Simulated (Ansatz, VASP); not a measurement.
Y: VASP beside Ansatz

```
Y
1.0
    -1.79587    1.79587    2.51910
     1.79587   -1.79587    2.51910
     1.79587    1.79587   -2.51910
Y
1
Direct
  0.00000 0.00000 0.00000
```

Alike in both runs: functional PBE; k mesh 8 × 8 × 8; occupations gaussian, width 0.1 eV; no spin polarisation.

Ansatz relaxed the structure, and its values are those at the end. VASP's run is a single point on that final structure, the one shown.

```csv
,VASP,Ansatz
version,VASP 6.6.1,Ansatz 0.2.0
potentials or method,"VASP PAW PBE potentials, release 64 (Y_sv), cutoff 520 eV","scalar-relativistic, plane waves, PAW"
valence electrons in the cell,11,11
```

Ansatz gave:

| Property | Result |
| --- | --- |
| gap on the k mesh at the Fermi level (eV) | none |
| pressure (GPa) | -0.2 |

Question: Which values does VASP return?

Answer: gap on the k mesh at the Fermi level (eV): none; pressure (GPa): -0.3.

A gap of «none» marks a metal or a gap that the smearing closes.
